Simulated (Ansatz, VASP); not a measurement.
**Si2C: VASP beside Ansatz**

```xyz
9
Lattice="4.3997 0.0000 0.0000 -2.1999 3.8103 0.0000 0.0000 0.0000 5.1612" Properties=species:S:1:pos:R:3 pbc="T T T"
Si    0.1710    0.9401    1.6307
Si    1.3002    3.4884    3.3511
Si   -1.4713    3.1921    5.0714
Si    1.4713    3.1921    1.8101
Si   -0.1710    0.9401    0.0897
Si   -1.3002    3.4884    3.5305
C     1.8328    1.4820    1.7204
C     2.1999    0.8463    3.4408
C     2.5669    1.4820    0.0000
```

Alike in both runs: task single point; functional PBE; k mesh 6 × 6 × 4; occupations gaussian, width 0.1 eV; no spin polarisation.

|  | VASP | Ansatz |
| --- | --- | --- |
| version | VASP 6.6.1 | Ansatz 0.2.0 |
| potentials or method | VASP PAW PBE potentials, release 64 (Si, C), cutoff 520 eV | scalar-relativistic, plane waves, PAW |
| valence electrons in the cell | 36 | 36 |

|  | VASP | Ansatz | Ansatz less VASP |
| --- | --- | --- | --- |
| gap on the k mesh at the Fermi level (eV) | none | none | - |
| rms of the force components (eV/Å) | 15.638 | 15.737 | +0.0983 |

Atom by atom the forces differ by 0.102 eV/Å (rms over components). A gap of «none» marks a metal or a gap that the smearing closes. The functional is the same, so the differences come from potentials, cutoffs and numerics.
